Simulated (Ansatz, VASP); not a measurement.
Two plane-wave programs on Ti3Si

```
CELL_PARAMETERS angstrom
0.00000 3.10797 3.10797
3.10797 0.00000 3.10797
3.10797 3.10797 0.00000
ATOMIC_POSITIONS crystal
Ti 0.75000 0.75000 0.75000
Ti 0.25000 0.25000 0.25000
Ti 0.00000 0.00000 0.00000
Si 0.50000 0.50000 0.50000
```

Alike in both runs: task single point; functional PBEsol; k mesh 14 × 14 × 14; occupations gaussian, width 0.15 eV; collinear spin.

```csv
,VASP,Ansatz
version,VASP 6.6.1,Ansatz 0.2.0
potentials or method,"VASP PAW PBE potentials, release 64 (Ti_sv, Si), cutoff 520 eV","scalar-relativistic, plane waves, PAW"
valence electrons in the cell,40,40
```

|  | VASP | Ansatz | Ansatz less VASP |
| --- | --- | --- | --- |
| gap on the k mesh at the Fermi level (eV) | none | none | - |
| pressure (GPa) | -0.1 | 0.0 | +0.08 |
| net moment per atom (μB) | 0.32 | 0.32 | 0.000 |
| size of the moment on the site where the two differ most (μB) | 0.69 | 0.67 | -0.023 |

VASP's potentials were made for PBE, not for PBEsol. Site moments also hang on the region over which each program counts them. A gap of «none» marks a metal or a gap that the smearing closes.
